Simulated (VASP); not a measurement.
# RbBr (I-4m2) in VASP: single point with HSE06

Aim: the single point of RbBr with HSE06.

All numbers are computed with VASP 6.6.1; they aren't measurements. Logs are shortened: lines on timing, memory, paths and dates and some standing lists are left out, and cuts for length are marked.

**1. The cell of the first run**

It takes space group I-4m2 (No. 119, tetragonal). Conventional cell: a = 5.472 Å, b = 5.472 Å, c = 7.914 Å, α = 90.00°, β = 90.00°, γ = 90.00°. Rb (site symmetry -4m2) has 4 Br at 3.38 Å within 4.4 Å. Within 4.4 Å of Br (site symmetry -4m2) lie 4 Rb at 3.38 Å.

**2. Single point, HSE06 (uniaxial x strain +2.3%)**

File POSCAR:

```
RbBr
1.0
    0.0000000000      3.8694968646      3.8694968646
    3.9569474938      0.0000000000      3.8694968646
    3.9569474938      3.8694968646      0.0000000000
Rb Br
1 1
Direct
    0.0000000000      0.0000000000      0.0000000000
    0.2500000000      0.2500000000      0.2500000000
```

File INCAR.step1:

```
SYSTEM = RbBr
  PREC = Accurate
  ENCUT = 520
  EDIFF = 1E-5
  ISMEAR = 0
  SIGMA = 0.01
  LREAL = .False.
  LASPH = .True.
  NELM = 60
  ALGO = Normal
  ISIF = 2
  LWAVE = .True.
  LCHARG = .False.
  NBANDS = 15
  GGA = PE
```

File INCAR.step2:

```
SYSTEM = RbBr
  PREC = Accurate
  ENCUT = 520
  EDIFF = 1E-7
  ISMEAR = 0
  SIGMA = 0.01
  LREAL = .False.
  LASPH = .True.
  NELM = 60
  ALGO = Normal
  ISIF = 2
  LWAVE = .False.
  LCHARG = .False.
  GGA = PE
  LHFCALC = .True.
  HFSCREEN = 0.2079
  PRECFOCK = Normal
  NBANDS = 15
  ISTART = 1
```

File KPOINTS:

```
regular mesh
0
Gamma
  4 4 4
  0 0 0
```

Potentials or basis: VASP PAW PBE potentials, release 64 (Rb_sv, Br).

Started as:

```sh
cat potpaw_PBE.64/Rb_sv/POTCAR potpaw_PBE.64/Br/POTCAR > POTCAR
cp INCAR.step1 INCAR
mpirun -np 1 vasp_std > vasp.out
cp INCAR.step2 INCAR
mpirun -np 1 vasp_std > vasp.out
```

OUTCAR:

```text
SYSTEM = RbBr
   PREC = Accurate
   ENCUT = 520
   EDIFF = 1E-7
   ISMEAR = 0
   LREAL = .False.
   LASPH = .True.
   NELM = 60
   ISIF = 2
   GGA = PE
   LHFCALC = .True.
   HFSCREEN = 0.2079
   PRECFOCK = Normal
   ISTART = 1

 ion  position               nearest neighbor table
   1  0.000  0.000  0.000-   2 3.38   2 3.38   2 3.38   2 3.38
   2  0.250  0.250  0.250-   1 3.38   1 3.38   1 3.38   1 3.38

  LATTYP: Found a body centered tetragonal cell.
 ALAT       =     5.4722949455
 C/A-ratio  =     1.4461747889

  Lattice vectors:

 A1 = (   3.9569474938,   0.0000000000,   3.8694968646)
 A2 = (   3.9569474938,   0.0000000000,  -3.8694968646)
 A3 = (  -3.9569474938,   3.8694968646,   0.0000000000)

Analysis of symmetry for initial positions (statically):
=====================================================================
 Subroutine PRICEL returns:
 Original cell was already a primitive cell.

 Routine SETGRP: Setting up the symmetry group for a
 body centered tetragonal supercell.

 Subroutine GETGRP returns: Found  8 space group operations
 (whereof  8 operations were pure point group operations)
 out of a pool of 16 trial point group operations.

The static configuration has the point symmetry D_2d.

Analysis of symmetry for dynamics (positions and initial velocities):
=====================================================================
 Subroutine PRICEL returns:
 Original cell was already a primitive cell.

 Routine SETGRP: Setting up the symmetry group for a
 body centered tetragonal supercell.

 Subroutine GETGRP returns: Found  8 space group operations
 (whereof  8 operations were pure point group operations)
 out of a pool of 16 trial point group operations.

The dynamic configuration has the point symmetry D_2d.

 Subroutine INISYM returns: Found  8 space group operations
 (whereof  8 operations are pure point group operations),
 and found     1 'primitive' translations

----------------------------------------------------------------------------------------

                                     Primitive cell

  volume of cell :     118.4948

  direct lattice vectors                    reciprocal lattice vectors
     0.000000000  3.869496865  3.869496865    -0.126360029  0.129215766  0.129215766
     3.956947494  0.000000000  3.869496865     0.126360029 -0.129215766  0.129215766
     3.956947494  3.869496865  0.000000000     0.126360029  0.129215766 -0.129215766

  length of vectors
     5.472294945  5.534477342  5.534477342     0.222171747  0.222171747  0.222171747

  position of ions in fractional coordinates (direct lattice)
     0.000000000  0.000000000  0.000000000
     0.250000000  0.250000000  0.250000000

  ion indices of the primitive-cell ions
   primitive index   ion index
                 1           1
                 2           2

----------------------------------------------------------------------------------------

 KPOINTS: regular mesh

Automatic generation of k-mesh.
 Grid dimensions read from file:
 generate k-points for:    4    4    4

 Generating k-lattice:

  Cartesian coordinates                     Fractional coordinates (reciprocal lattice)
    -0.031590007  0.032303941  0.032303941     0.250000000  0.000000000  0.000000000
     0.031590007 -0.032303941  0.032303941     0.000000000  0.250000000 -0.000000000
     0.031590007  0.032303941 -0.032303941     0.000000000 -0.000000000  0.250000000

  Length of vectors
     0.055542937  0.055542937  0.055542937

  Shift w.r.t. Gamma in fractional coordinates (k-lattice)
     0.000000000  0.000000000  0.000000000

 Subroutine IBZKPT returns following result:
 ===========================================

 Found     13 irreducible k-points:

 Following reciprocal coordinates:
            Coordinates               Weight
  0.000000  0.000000  0.000000      1.000000
  0.250000  0.000000  0.000000      8.000000
  0.500000  0.000000  0.000000      4.000000
  0.250000  0.250000  0.000000      4.000000
  0.500000  0.250000  0.000000     16.000000
 -0.250000  0.250000  0.000000      8.000000
  0.500000  0.500000  0.000000      2.000000
  0.000000  0.250000  0.250000      2.000000
  0.500000  0.250000  0.250000      4.000000
 -0.250000  0.250000  0.250000      8.000000
 -0.250000  0.500000  0.250000      4.000000
  0.500000 -0.250000  0.250000      2.000000
  0.000000  0.500000  0.500000      1.000000
   k-points           NKPTS =     13   k-points in BZ     NKDIM =     64   number of bands    NBANDS=     15
   number of dos      NEDOS =    301   number of ions     NIONS =      2
   total plane-waves  NPLWV =  74088
   dimension x,y,z NGX =    42 NGY =   42 NGZ =   42
   dimension x,y,z NGXF=    84 NGYF=   84 NGZF=   84
   ions per type =               1   1
   NGX,Y,Z   is equivalent  to a cutoff of  12.76, 12.62, 12.62 a.u.
   NGXF,Y,Z  is equivalent  to a cutoff of  25.52, 25.23, 25.23 a.u.
 SYSTEM =  RbBr
   PREC   = accura    normal or accurate (medium, high low for compatibility)
   ISTART =      1    job   : 0-new  1-cont  2-samecut
   ICHARG =      0    charge: 1-file 2-atom 10-const
   ISPIN  =      1    spin polarized calculation?
   LNONCOLLINEAR =      F non collinear calculations
   LSORBIT =      F    spin-orbit coupling
   LASPH  =      T    aspherical Exc in radial PAW
   ENCUT  =  520.0 eV  38.22 Ry    6.18 a.u.  10.17 10.29 10.29*2*pi/ulx,y,z
   NELM   =     60;   NELMIN=  2; NELMDL=  0     # of ELM steps
   EDIFF  = 0.1E-06   stopping-criterion for ELM
   LREAL  =      F    real-space projection
   EDIFFG = 0.1E-05   stopping-criterion for IOM
   NSW    =      0    number of steps for IOM
   IBRION =     -1    ionic relax: 0-MD 1-quasi-New 2-CG
   NFREE  =      0    steps in history (QN), initial steepest desc. (CG)
   ISIF   =      2    stress and relaxation
   ISYM   =      3    0-nonsym 1-usesym 2-fastsym
   POTIM  = 0.5000    time-step for ionic-motion
   TEBEG  =    0.0;   TEEND  =   0.0 temperature during run
   PSTRESS=    0.0 pullay stress
   NELECT =      16.0000    total number of electrons
   NUPDOWN=      -1.0000    fix difference up-down
   EMIN   =  10.00;   EMAX   =-10.00  energy-range for DOS
   EFERMI =   0.00;   METHOD = LEGACY
   ISMEAR =     0;   SIGMA  =   0.01  broadening in eV -4-tet -1-fermi 0-gaus
   EFERMI_NEDOS =   21; number of points for ismear=-14 and -15
   IALGO  =     38    algorithm
   IMIX   =      1    mixing-type and parameters
     AMIX     =   0.40;   BMIX     =  1.00
     AMIX_MAG =   1.60;   BMIX_MAG =  1.00
  volume/ion in A,a.u.               =      59.25       399.82
  Fermi-wavevector in a.u.,A,eV,Ry     =   0.839876  1.587135  9.597432  0.705391
  Thomas-Fermi vector in A             =   1.954166
   LORBIT       =      0    0 simple, 1 ext, 2 COOP (PROOUT), +10 PAW based schemes
   GGA     = PE    functional components
   LHFCALC =     T    Hartree Fock is set to
   PRECFOCK=normal    Normal, Fast or Accurate (Low or Medium for compatibility)
   ENCUT4O =  -1.0   cutoff for four orbital integrals eV
   NKREDX  =     1    reduce k-point grid by
   NKREDY  =     1    reduce k-point grid by
   NKREDZ  =     1    reduce k-point grid by
   AEXX    =    0.2500 exact exchange contribution
   HFSCREEN=    0.2079 screening length (either q_TF or 0.3 A-1)
   HFSCREENC=   0.2079 screening length for correlation (either q_TF or 0.3 A-1)
   ENCUTFOCK=  -1.0 apply spherical cutoff to Coloumb kernel
   IVDW    =     0    specifies the selected vdW correction
   LEPSILON=     F    determine dielectric tensor
   LRPA    =     F    only Hartree local field effects (RPA)
 non-spin polarized calculation
 Gauss-broadening in eV      SIGMA  =   0.01
  energy-cutoff  :      520.00
  volume of cell :      118.49
 maximum number of plane-waves:      3218
 NGX is ok and might be reduce to    42
  NGX = 32; NGY = 32; NGZ = 32

 number of electron      16.0000000 magnetization

 Free energy of the ion-electron system (eV)
  ---------------------------------------------------
  ext. energy  EPLUGINS =         0.00000000
  ---------------------------------------------------
  free energy    TOTEN  =        -6.87487089 eV

  energy without entropy =       -6.87487089  energy(sigma->0) =       -6.87487089

 E-fermi :  -3.9326     XC(G=0):  -4.7950

 val. band max:       -3.9764847230   @ k =   0.0000   0.5000   0.5000
 cond. band min:       1.1556737451   @ k =   0.0000   0.0000   0.0000
 fundamental gap:      5.1321584682
 Fermi energy:        -3.9325843962

 k-point     1 :       0.0000    0.0000    0.0000
  band No.  band energies     occupation
      1     -30.3092      2.00000
      2     -16.8445      2.00000
      3     -13.2510      2.00000
      4     -13.2510      2.00000
      5     -13.2486      2.00000
      6      -4.0670      2.00000
      7      -4.0594      2.00000
      8      -4.0594      2.00000
      9       1.1557      0.00000
     10       5.3679      0.00000
     11       5.5259      0.00000
     12       6.2685      0.00000
     13       6.3897      0.00000
     14       6.3897      0.00000
     15       7.2514      0.00000

 k-point     2 :       0.2500    0.0000    0.0000
  band No.  band energies     occupation
      1     -30.3082      2.00000
      2     -16.8651      2.00000
      3     -13.2568      2.00000
      4     -13.2562      2.00000
      5     -13.2260      2.00000
      6      -4.1815      2.00000
      7      -4.0454      2.00000
      8      -4.0359      2.00000
      9       1.9551      0.00000
     10       4.9889      0.00000
     11       5.0860      0.00000
     12       5.3096      0.00000
     13       6.3139      0.00000
     14       6.9099      0.00000
     15       6.9134      0.00000
[... 167 lines left out ...]
      3     -13.2928      2.00000
      4     -13.2777      2.00000
      5     -13.1548      2.00000
      6      -4.2303      2.00000
      7      -4.1150      2.00000
      8      -3.9922      2.00000
      9       3.1440      0.00000
     10       3.8535      0.00000
     11       5.5903      0.00000
     12       5.5970      0.00000
     13       6.1020      0.00000
     14       6.4141      0.00000
     15       7.3710      0.00000

 k-point    13 :       0.0000    0.5000    0.5000
  band No.  band energies     occupation
      1     -30.3065      2.00000
      2     -16.9007      2.00000
      3     -13.2795      2.00000
      4     -13.2795      2.00000
      5     -13.1542      2.00000
      6      -4.3658      2.00000
      7      -3.9765      2.00000
      8      -3.9765      2.00000
      9       2.9762      0.00000
     10       3.8391      0.00000
     11       5.5604      0.00000
     12       6.1474      0.00000
     13       6.3268      0.00000
     14       6.3268      0.00000
     15       6.8910      0.00000

------------------------ aborting loop because EDIFF is reached ----------------------------------------

  FORCE on cell =-STRESS in cart. coord.  units (eV):
  Direction    XX          YY          ZZ          XY          YZ          ZX
  --------------------------------------------------------------------------------------
  -------------------------------------------------------------------------------------
  Total       -0.0925494     -0.0751284     -0.0751284      0.0000000      0.0000000      0.0000000
  in kB       -1.2513673     -1.0158163     -1.0158163      0.0000000      0.0000000      0.0000000
  external PRESSURE =      -1.0943333 kB  Pullay stress =       0.0000000 kB

 VOLUME and BASIS-vectors are now :
 -----------------------------------------------------------------------------
  energy-cutoff  :      520.00
  volume of cell :      118.49
      direct lattice vectors                 reciprocal lattice vectors
     0.000000000  3.869496865  3.869496865    -0.126360029  0.129215766  0.129215766
     3.956947494  0.000000000  3.869496865     0.126360029 -0.129215766  0.129215766
     3.956947494  3.869496865  0.000000000     0.126360029  0.129215766 -0.129215766

 POSITION                                       TOTAL-FORCE (eV/Angst)
 -----------------------------------------------------------------------------------
      0.00000      0.00000      0.00000         0.000000      0.000000      0.000000
      1.97847      1.93475      1.93475        -0.000000      0.000000     -0.000000
 -----------------------------------------------------------------------------------
    total drift:                               -0.000000     -0.000000     -0.000000

  FREE ENERGIE OF THE ION-ELECTRON SYSTEM (eV)
  ---------------------------------------------------
  free  energy   TOTEN  =        -6.8748708856 eV

  energy  without entropy=       -6.8748708856  energy(sigma->0) =       -6.87487089
```

Wall time 23 min (1 thread of Intel Xeon Platinum 8259CL at 2.50GHz (Skylake/Cascade Lake), shared host); peak memory 0.38 GiB.

Results:

```yaml
Free_energy: -6.8749 eV
Pressure: -0.1 GPa
Band_gap_on_the_k_mesh: 5.13 eV (least direct gap 5.22 eV)
```

Caveat: the cell differs from its parent crystal (uniaxial x strain +2.3%); the PAW data sets were made with another functional, which shifts forces and pressure a little. A k mesh can miss the band edges.
